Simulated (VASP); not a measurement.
# SnO2 in VASP: further runs, part 2 of 2

VASP 6.6.1. The steps go on from the part before.

## 4. Single point, PBE (shear of c along a, cell held: +1.5 %, then relaxed in part)

INCAR

```
SYSTEM = SnO2
ALGO = Normal
EDIFF = 1E-6
ENCUT = 600
GGA = PE
GGA_COMPAT = .False.
ISIF = 2
ISMEAR = 0
LASPH = .True.
LCHARG = .False.
LREAL = .False.
LWAVE = .False.
NBANDS = 35
NELM = 120
PREC = Accurate
SIGMA = 0.02
```

KPOINTS

```
k-points
0
Gamma
  6 6 8
  0 0 0
```

POSCAR

```
SnO2
1.0
    4.8271903440      0.0000000000      0.0000000000
    0.0000000000      4.8271903440      0.0000000000
    0.0485722838      0.0000000000      3.2381522517
Sn O
2 4
Direct
    0.5000000000      0.5000000000      0.5000000000
    0.0000000000      0.0000000000      0.0000000000
    0.1935191977      0.8066536816      0.4982724301
    0.8064808023      0.1933463184      0.5017275699
    0.3064808023      0.3066536816      0.0017275699
    0.6935191977      0.6933463184     -0.0017275699
```

Potentials or basis: VASP PAW PBE potentials, release 64 (Sn_d, O).

Launch:

```sh
> cat potpaw_PBE.64/Sn_d/POTCAR potpaw_PBE.64/O/POTCAR > POTCAR
> mpirun -np 1 vasp_std > vasp.out
```

OUTCAR:

```text
SYSTEM = SnO2
   EDIFF = 1E-6
   ENCUT = 600
   GGA = PE
   ISIF = 2
   ISMEAR = 0
   LASPH = .True.
   LREAL = .False.
   NELM = 120
   PREC = Accurate

 ion  position               nearest neighbor table
   1  0.500  0.500  0.500-   5 2.08   6 2.08   4 2.09   3 2.09   6 2.10   5 2.10
   2  0.000  0.000  0.000-   4 2.08   3 2.08   6 2.09   5 2.09   4 2.10   3 2.10
   3  0.194  0.807  0.498-   2 2.08   1 2.09   2 2.10
   4  0.806  0.193  0.502-   2 2.08   1 2.09   2 2.10
   5  0.306  0.307  0.002-   1 2.08   2 2.09   1 2.10
   6  0.694  0.693  0.998-   1 2.08   2 2.09   1 2.10

  LATTYP: Found a simple monoclinic cell.
 ALAT       =     3.2385165233
 B/A-ratio  =     1.4905560337
 C/A-ratio  =     1.4905560337
 COS(beta)  =    -0.0149983128

  Lattice vectors:

 A1 = (   0.0485722838,   0.0000000000,   3.2381522517)
 A2 = (   0.0000000000,   4.8271903440,   0.0000000000)
 A3 = (  -4.8271903440,   0.0000000000,   0.0000000000)

Analysis of symmetry for initial positions (statically):
=====================================================================
 Subroutine PRICEL returns:
 Original cell was already a primitive cell.

 Routine SETGRP: Setting up the symmetry group for a
 simple monoclinic supercell.

 Subroutine GETGRP returns: Found  4 space group operations
 (whereof  2 operations were pure point group operations)
 out of a pool of  4 trial point group operations.

The static configuration has the point symmetry S_2 .
 The point group associated with its full space group is C_2h.

Analysis of symmetry for dynamics (positions and initial velocities):
=====================================================================
 Subroutine PRICEL returns:
 Original cell was already a primitive cell.

 Routine SETGRP: Setting up the symmetry group for a
 simple monoclinic supercell.

[... 132 lines left out ...]
     AMIX     =   0.40;   BMIX     =  1.00
     AMIX_MAG =   1.60;   BMIX_MAG =  1.00
  volume/ion in A,a.u.               =      12.58        84.87
  Fermi-wavevector in a.u.,A,eV,Ry     =   1.446041  2.732621 28.450248  2.091034
  Thomas-Fermi vector in A             =   2.564154
   LORBIT       =      0    0 simple, 1 ext, 2 COOP (PROOUT), +10 PAW based schemes
   GGA     = PE    functional components
   LHFCALC =     F    Hartree Fock is set to
   AEXX    =    0.0000 exact exchange contribution
   IVDW    =     0    specifies the selected vdW correction
   LEPSILON=     F    determine dielectric tensor
   LRPA    =     F    only Hartree local field effects (RPA)
 non-spin polarized calculation
 Gauss-broadening in eV      SIGMA  =   0.02
  energy-cutoff  :      600.00
  volume of cell :       75.45
 maximum number of plane-waves:      2544
 NGX is ok and might be reduce to    40

 number of electron      52.0000002 magnetization

 Free energy of the ion-electron system (eV)
  ---------------------------------------------------
  ext. energy  EPLUGINS =         0.00000000
  ---------------------------------------------------
  free energy    TOTEN  =       -37.31575113 eV

  energy without entropy =      -37.31575113  energy(sigma->0) =      -37.31575113

 E-fermi :   5.6718     XC(G=0): -10.9765

 val. band max:        5.5323877223   @ k =   0.0000   0.0000   0.0000
 cond. band min:       6.2006204951   @ k =   0.0000   0.0000   0.0000
 fundamental gap:      0.6682327728
 Fermi energy:         5.6717980851

 k-point     1 :       0.0000    0.0000    0.0000
  band No.  band energies     occupation
      1     -15.5040      2.00000
      2     -14.8394      2.00000
      3     -14.6466      2.00000
      4     -14.6200      2.00000
      5     -14.6192      2.00000
      6     -14.5531      2.00000
[... 901 lines left out ...]
     34      17.3289      0.00000
     35      17.7197      0.00000

 [... further k-points ...]

------------------------ aborting loop because EDIFF is reached ----------------------------------------

  FORCE on cell =-STRESS in cart. coord.  units (eV):
  Direction    XX          YY          ZZ          XY          YZ          ZX
  --------------------------------------------------------------------------------------
  -------------------------------------------------------------------------------------
  Total        0.1687326      0.1765285      0.2942805      0.0000000      0.0000000     -0.6014223
  in kB        3.5828069      3.7483420      6.2486456      0.0000000      0.0000000    -12.7703849
  external PRESSURE =       4.5265982 kB  Pullay stress =       0.0000000 kB

 VOLUME and BASIS-vectors are now :
 -----------------------------------------------------------------------------
  energy-cutoff  :      600.00
  volume of cell :       75.45
      direct lattice vectors                 reciprocal lattice vectors
     4.827190344  0.000000000  0.000000000     0.207159844  0.000000000 -0.003107398
     0.000000000  4.827190344  0.000000000     0.000000000  0.207159844  0.000000000
     0.048572284  0.000000000  3.238152252     0.000000000  0.000000000  0.308818092

 POSITION                                       TOTAL-FORCE (eV/Angst)
 -----------------------------------------------------------------------------------
      2.43788      2.41360      1.61908        -0.000000      0.000000      0.000000
      0.00000      0.00000      0.00000         0.000000      0.000000      0.000000
      0.95836      3.89387      1.61348         0.011655     -0.011243     -0.002164
      3.91741      0.93332      1.62467        -0.011655      0.011243      0.002164
      1.47953      1.48028      0.00559        -0.011655     -0.011243      0.002164
      3.39624      3.34691      3.23256         0.011655      0.011243     -0.002164
 -----------------------------------------------------------------------------------
    total drift:                                0.000000      0.000000     -0.000000

  FREE ENERGIE OF THE ION-ELECTRON SYSTEM (eV)
  ---------------------------------------------------
  free  energy   TOTEN  =       -37.3157511253 eV

  energy  without entropy=      -37.3157511253  energy(sigma->0) =      -37.31575113
```

OSZICAR:

```text
N       E                     dE             d eps       ncg     rms          rms(c)
DAV:   1     0.676976786632E+03    0.67698E+03   -0.27838E+04  7967   0.250E+03
DAV:   2     0.675584941122E+02   -0.60942E+03   -0.57353E+03  7832   0.650E+02
DAV:   3    -0.375652323341E+02   -0.10512E+03   -0.10294E+03  7935   0.218E+02
DAV:   4    -0.433001026500E+02   -0.57349E+01   -0.56897E+01  9249   0.544E+01
DAV:   5    -0.434470054812E+02   -0.14690E+00   -0.14667E+00  9105   0.928E+00    0.156E+01
DAV:   6    -0.372488693783E+02    0.61981E+01   -0.17578E+01 11613   0.644E+01    0.605E+00
DAV:   7    -0.373473938972E+02   -0.98525E-01   -0.19946E+00  8327   0.788E+00    0.318E+00
DAV:   8    -0.373227627960E+02    0.24631E-01   -0.18714E-01 11084   0.388E+00    0.738E-01
DAV:   9    -0.373148653656E+02    0.78974E-02   -0.34639E-02 11832   0.279E+00    0.130E-01
DAV:  10    -0.373156690297E+02   -0.80366E-03   -0.41321E-03  9308   0.562E-01    0.466E-02
DAV:  11    -0.373157526485E+02   -0.83619E-04   -0.19410E-04 11213   0.118E-01    0.202E-02
DAV:  12    -0.373157538451E+02   -0.11966E-05   -0.12855E-05 10772   0.257E-02    0.129E-02
DAV:  13    -0.373157508669E+02    0.29782E-05   -0.83137E-06  8701   0.373E-02    0.246E-03
DAV:  14    -0.373157511253E+02   -0.25840E-06   -0.61281E-07  4691   0.550E-03
   1 F= -.37315751E+02 E0= -.37315751E+02  d E =-.310105E-25
```

It took 7.7 min on 1 thread of Oxide Virtual Turin-like, shared host; peak memory 0.35 GiB.

Results:

* Free energy: -37.3158 eV
* Pressure: 0.5 GPa
* Largest force: 0.016 eV/Å
* Band gap on the k mesh: 0.67 eV

Forces on the atoms (eV/Å):
```
Sn   0.000  0.000  0.000
Sn   0.000  0.000  0.000
O    0.012 -0.011 -0.002
O   -0.012  0.011  0.002
O   -0.012 -0.011  0.002
O    0.012  0.011 -0.002
```

Stress tensor (GPa, compression positive):
```
 0.36  0.00 -1.28
 0.00  0.37  0.00
-1.28  0.00  0.62
```

Levels at points of the mesh, in eV from the valence-band top:
| k point | band 23 | band 24 | band 25 | band 26 | band 27 | band 28 | band 29 | band 30 |
| --- | --- | --- | --- | --- | --- | --- | --- | --- |
| (0.00, 0.00, 0.00) | -1.26 | -0.74 | -0.74 | 0.00 | 0.67 | 5.69 | 6.05 | 6.06 |
| (0.50, 0.00, 0.00) | -1.21 | -1.21 | -0.61 | -0.61 | 3.88 | 3.88 | 6.80 | 6.80 |
| (0.00, 0.50, 0.00) | -1.21 | -1.21 | -0.61 | -0.61 | 3.88 | 3.88 | 6.80 | 6.80 |
| (0.50, 0.50, 0.00) | -1.33 | -1.33 | -0.85 | -0.85 | 4.27 | 4.27 | 7.15 | 7.15 |
| (0.00, 0.00, 0.50) | -1.53 | -1.53 | -1.18 | -1.18 | 5.58 | 5.58 | 9.35 | 9.35 |
| (0.50, 0.00, 0.50) | -1.07 | -0.97 | -0.79 | -0.71 | 5.81 | 5.88 | 7.54 | 7.67 |
| (0.00, 0.50, 0.50) | -1.02 | -1.02 | -0.75 | -0.75 | 5.84 | 5.84 | 7.60 | 7.60 |
| (0.50, 0.50, 0.50) | -0.92 | -0.92 | -0.77 | -0.77 | 4.35 | 4.35 | 8.61 | 8.61 |

Caveat: the cell differs from its parent crystal (shear of c along a, cell held: +1.5 %, then relaxed in part); semilocal functionals underestimate gaps, and a narrow one can read as zero; spin-orbit coupling is left out, which moves the levels of the heavy elements.

## 5. Single point, PBE

This run uses another cell than the first one: it holds 6 atoms, not 48.

INCAR

```
PREC = Accurate
ENCUT = 600
EDIFF = 1E-6
ISMEAR = 0
SIGMA = 0.02
LREAL = False
LASPH = True
NELM = 120
ALGO = Normal
ISIF = 2
LWAVE = False
LCHARG = False
GGA = PE
NBANDS = 35
GGA_COMPAT = False
```

KPOINTS

```
regular mesh
0
Gamma
  6 6 8
```

POSCAR is that of step 4.

Launch:

```sh
> cat potpaw_PBE.64/Sn_d/POTCAR potpaw_PBE.64/O/POTCAR > POTCAR
> mpirun -np 1 vasp_std > vasp.out
```

Run time: 7.1 min. Hardware: 1 thread of Oxide Virtual Turin-like, shared host; peak memory 0.35 GiB.

The run converged. Its results:

```yaml
Free_energy: -37.3158 eV
Pressure: 0.5 GPa
Largest_force: 0.016 eV/Å
Band_gap_on_the_k_mesh: 0.67 eV
```

Forces on the atoms (eV/Å):
```
Sn   0.000  0.000  0.000
Sn   0.000  0.000  0.000
O    0.012 -0.011 -0.002
O   -0.012  0.011  0.002
O   -0.012 -0.011  0.002
O    0.012  0.011 -0.002
```

Stress tensor (GPa, compression positive):
```
 0.36  0.00 -1.28
 0.00  0.37  0.00
-1.28  0.00  0.62
```

Levels at points of the mesh, in eV from the valence-band top:
```csv
k point,band 24,band 25,band 26,band 27,band 28,band 29
"(0.00, 0.00, 0.00)",-0.74,-0.74,0.00,0.67,5.69,6.05
"(0.50, 0.00, 0.00)",-1.21,-0.61,-0.61,3.88,3.88,6.80
"(0.00, 0.50, 0.00)",-1.21,-0.61,-0.61,3.88,3.88,6.80
"(0.50, 0.50, 0.00)",-1.33,-0.85,-0.85,4.27,4.27,7.15
"(0.00, 0.00, 0.50)",-1.53,-1.18,-1.18,5.58,5.58,9.35
"(0.50, 0.00, 0.50)",-0.97,-0.79,-0.71,5.81,5.88,7.54
"(0.00, 0.50, 0.50)",-1.02,-0.75,-0.75,5.84,5.84,7.60
"(0.50, 0.50, 0.50)",-0.92,-0.77,-0.77,4.35,4.35,8.61
```

Caveat: semilocal functionals underestimate gaps, and a narrow one can read as zero; spin-orbit coupling is left out, which moves the levels of the heavy elements.

## 6. Overview

| cell | k mesh | cutoff (eV) | smearing | gap on the mesh (eV) | pressure (GPa) | largest force (eV/Å) |
| --- | --- | --- | --- | --- | --- | --- |
| a = 9.410 Å, angles 93.0, 118.3, 118.3°, 48 atoms, atomic positions A | 2 × 2 × 2, shifted | 520 | gaussian 0.01 eV | 1.80 | 0.6 | 0.02 |
| a = 4.827, b = 4.827, c = 3.238 Å, 6 atoms, atomic positions B | 6 × 6 × 8 | 600 | gaussian 0.02 eV | 0.67 | 0.4 | 0.02 |
| a = 4.827, b = 4.827, c = 3.239 Å, angles 90.0, 89.1, 90.0°, 6 atoms, atomic positions C | 6 × 6 × 8 | 600 | gaussian 0.02 eV | 0.67 | 0.5 | 0.02 |

Alike in all rows: task single point; level PBE; potentials or basis VASP PAW PBE potentials, release 64 (Sn_d, O); no spin polarisation.

Caveats: spin-orbit coupling is left out, which moves the levels of the heavy elements; semilocal functionals underestimate gaps, and a narrow one can read as zero (at least some runs); a shifted mesh leaves out Γ, where band edges can lie (at least some runs).

Absolute energies hang on the potentials; compare differences alone.
